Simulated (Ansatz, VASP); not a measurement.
## One calculation of KZnF3, two programs

```
CELL_PARAMETERS angstrom
3.81120 0.00000 0.00000
0.00000 3.81120 0.00000
0.00000 0.00000 4.57344
ATOMIC_POSITIONS crystal
K 0.00000 0.00000 0.00000
Zn 0.50000 0.50000 0.50000
F 0.50000 0.50000 0.00000
F 0.00000 0.50000 0.50000
F 0.50000 0.00000 0.50000
```

Alike in both runs: task single point; functional LDA; k mesh 6 × 6 × 6; occupations gaussian, width 0.05 eV; no spin polarisation.

|  | VASP | Ansatz |
| --- | --- | --- |
| version | VASP 6.6.1 | Ansatz 0.2.0 |
| potentials or method | VASP PAW LDA potentials, release 64 (K_sv, Zn, F), cutoff 520 eV | scalar-relativistic, plane waves, PAW |
| valence electrons in the cell | 42 | 42 |

```tsv
	VASP	Ansatz	Ansatz less VASP
gap on the k mesh at the Fermi level (eV)	3.11	3.15	+0.041
least direct gap on the mesh (eV)	5.17	5.19	+0.019
pressure (GPa)	-0.4	-1.0	-0.60
traceless stress, the component that is largest in VASP (GPa)	-8.68	-8.17	+0.508
```

LDA's correlation is that of Perdew and Zunger in VASP and of Perdew and Wang (1992) in Ansatz.
